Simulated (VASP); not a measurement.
Write the native input for VASP 6.6.1 that does the following.

```yaml
Task: single point
Functional: PBE
Potentials_or_basis: VASP PAW PBE potentials, release 64 (B, N)
Cutoff: 520 eV
k_mesh: 12 × 12 × 6
Occupations: gaussian, width 0.02 eV
Spin: no spin polarisation
Dipole_correction: no
Further_INCAR_settings: ALGO = Normal; EDIFF = 1e-06; NBANDS = 16
```

The structure of BN lies in POSCAR:

```
BN
1.0
    2.6671557442      0.0766181881     -0.0246455172
   -1.2672245749      2.2800529939      0.0364974765
   -0.0407891507      0.0461995251      4.4165139838
B N
2 2
Direct
    0.6759313267      0.3034433308      1.0093221528
    0.3190936240      0.7118068533      0.5109782304
    0.6616222789      0.3382253250      0.6165886899
    0.3433527704      0.6465244909      0.1131109269
```

This cell differs from its parent crystal: atoms moved at random and the cell strained at random.

These files were run (other wordings do the same):

INCAR

```
PREC = Accurate
ENCUT = 520
EDIFF = 1E-6
ISMEAR = 0
SIGMA = 0.02
LREAL = F
LASPH = T
NELM = 80
ALGO = Normal
ISIF = 2
LWAVE = F
LCHARG = F
GGA = PE
NBANDS = 16
```

KPOINTS

```
Automatic mesh
0
Gamma
  12 12 6
```

Potentials or basis: VASP PAW PBE potentials, release 64 (B, N).

Command:

```console
$ cat potpaw_PBE.64/B/POTCAR potpaw_PBE.64/N/POTCAR > POTCAR
$ mpirun -np 1 vasp_std > vasp.out
```

It gave:

```yaml
Pressure: -35.7 GPa
Largest_force: 2.997 eV/Å
Band_gap_on_the_k_mesh: 4.30 eV (least direct gap 6.26 eV)
```

Caveat: the cell differs from its parent crystal (atoms moved at random and the cell strained at random); the cell stands under tension; forces of over 1 eV/Å act on the atoms, so gaps and moduli don't describe the material at rest.

It took 110 s on 1 thread of AMD EPYC 7R43 64-Core Processor (Zen 3), with other jobs on the host, peak memory 0.21 GiB.
